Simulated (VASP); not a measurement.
The system is Ag.

```
Ag
1.0
     0.00000    2.06750    2.06750
     2.06750    0.00000    2.06750
     2.06750    2.06750    0.00000
Ag
1
Cartesian
  0.0000 0.0000 0.0000
```

```yaml
Program: VASP 6.6.1
Task: relaxation of cell and atoms
Functional: r2SCAN
Potentials_or_basis: VASP PAW PBE potentials, release 64 (Ag)
Cutoff: 600 eV
k_mesh: 18 × 18 × 18
Occupations: gaussian, width 0.1 eV
Spin: no spin polarisation
```

At the start: pressure -2.1 GPa; volume 17.68 Å³/atom.

Problem. How do energy, volume and symmetry change on relaxing?

Solution. Over 3 steps the energy falls by 2.5 meV/atom and the volume is 17.30 Å³/atom (-2.1 %); space group Fm-3m (No. 225, to 0.1 Å) before and after.

The path:
```
step  energy change (eV)  largest force (eV/Å)  pressure (GPa)  volume (Å³)
   1              0.0000                0.0000           -2.10        17.68
   2             -0.0016                0.0000            1.36        17.09
   3             -0.0025                0.0000            0.01        17.30
```

Final structure:
```xyz
1
Lattice="0.0000 2.0528 2.0528 2.0528 0.0000 2.0528 2.0528 2.0528 0.0000" Properties=species:S:1:pos:R:3 pbc="T T T"
Ag    0.0000    0.0000    0.0000
```

Caveat: the PAW data sets were made with another functional, which shifts forces and pressure a little.
